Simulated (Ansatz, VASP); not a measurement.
# Two plane-wave programs on La

```
La
1.0
     3.32229    0.00000    0.00000
     0.00000    3.32229    0.00000
     0.00000    0.00000    3.32229
La
1
Direct
  0.00000 0.00000 0.00000
```

Alike in both runs: functional PBE; k mesh 16 × 16 × 16; occupations gaussian, width 0.1 eV; no spin polarisation.

Ansatz relaxed the structure, and its values are those at the end. VASP's run is a single point on that final structure, the one shown.

```csv
,VASP,Ansatz
version,VASP 6.6.1,Ansatz 0.2.0
potentials or method,"VASP PAW PBE potentials, release 64 (La), cutoff 520 eV","scalar-relativistic, plane waves, PAW"
valence electrons in the cell,11,11
```

|  | VASP | Ansatz | Ansatz less VASP |
| --- | --- | --- | --- |
| gap on the k mesh at the Fermi level (eV) | none | none | - |
| pressure (GPa) | 0.0 | 0.0 | -0.02 |

A gap of «none» marks a metal or a gap that the smearing closes.

Neither program's run includes spin-orbit coupling.
